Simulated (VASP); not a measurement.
Write the native input for VASP 6.6.1 that does the following.

| Property | Result |
| --- | --- |
| Task | relaxation of cell and atoms |
| Functional | r2SCAN |
| Dispersion | D4 |
| Potentials or basis | VASP PAW PBE potentials, release 64 (Ni) |
| Cutoff | 600 eV |
| k mesh | 8 × 8 × 4 |
| Occupations | fermi-dirac, width 0.05 eV |
| Spin | collinear spin, ferromagnetic start |
| Starting moments | [1.5, 1.5] μB |
| Dipole correction | no |
| Further INCAR settings | ALGO = Normal; EDIFF = 1e-07; IBRION = 2; EDIFFG = -0.02; NSW = 80; ISIF = 3 |

The system is Ni.

```
CELL_PARAMETERS angstrom
2.49000 0.00000 0.00000
-1.24500 2.15640 0.00000
0.00000 0.00000 4.06617
ATOMIC_POSITIONS crystal
Ni 0.33333 0.66667 0.25000
Ni 0.66667 0.33333 0.75000
```

These files were run (other wordings do the same):

POSCAR

```
Ni
1.0
    2.4900000000      0.0000000000      0.0000000000
   -1.2450000000      2.1564032554      0.0000000000
    0.0000000000      0.0000000000      4.0661700000
Ni
2
Direct
    0.3333333333      0.6666666667      0.2500000000
    0.6666666667      0.3333333333      0.7500000000
```

INCAR.step1

```
SYSTEM = Ni
PREC = Accurate ; ENCUT = 600
ISMEAR = -1 ; SIGMA = 0.05
LREAL = .FALSE. ; LASPH = .TRUE.
NELM = 150 ; ISPIN = 2
MAGMOM = 1.5 1.5 ; LMAXMIX = 4
GGA = PE ; ALGO = Normal
EDIFF = 1E-4 ; LWAVE = .TRUE.
LCHARG = .FALSE.
```

INCAR.step2

```
SYSTEM = Ni
PREC = Accurate ; ENCUT = 600
EDIFF = 1E-7 ; ISMEAR = -1
SIGMA = 0.05 ; LREAL = .FALSE.
LASPH = .TRUE. ; NELM = 150
ALGO = Normal ; ISIF = 3
LWAVE = .FALSE. ; LCHARG = .FALSE.
ISPIN = 2 ; MAGMOM = 1.5 1.5
LORBIT = 11 ; LMAXMIX = 4
METAGGA = R2SCAN ; LMIXTAU = .TRUE.
IVDW = 13 ; VDW_S6 = 1.0
VDW_S8 = 0.6018749 ; VDW_A1 = 0.51559235
VDW_A2 = 5.77342911 ; IBRION = 2
NSW = 80 ; EDIFFG = -0.02
ISTART = 1
```

KPOINTS

```
Automatic mesh
0
G
  8 8 4
  0 0 0
```

Potentials or basis: VASP PAW PBE potentials, release 64 (Ni).

Launch:

```console
$ cat potpaw_PBE.64/Ni/POTCAR > POTCAR
$ cp INCAR.step1 INCAR
$ mpirun -np 1 vasp_std > vasp.out
$ cp INCAR.step2 INCAR
$ mpirun -np 1 vasp_std > vasp.out
```

It gave:

```
Relaxed volume                                        : 10.46 Å³/atom
Relaxed cell                                          : a = 2.437 Å, b = 2.437 Å, c = 4.069 Å, α = 90.00°, β = 90.00°, γ = 120.00°
Space group after relaxing (to 0.05 Å)                : P6_3/mmc (No. 194)
Energy gained by relaxing                             : 15.6 meV/atom
Ionic steps                                           : 6
Pressure after relaxing                               : 0.2 GPa
Net moment                                            : 1.44 μB per cell
Site moments                                          : Ni +0.74 μB
Valence electrons inside the program's atomic spheres : Ni 9.42
Dispersion energy per atom                            : -0.162 eV
```

Caveat: the k points lie up to 0.39 Å⁻¹ apart in the final cell; the PAW data sets were made with another functional, which shifts forces and pressure a little; pairwise dispersion overbinds metals, which lowers pressure and volume.

It took 4.9 min on 1 thread of Intel(R) Xeon(R) 6975P-C (Granite Rapids) (shared host), peak memory 0.17 GiB.
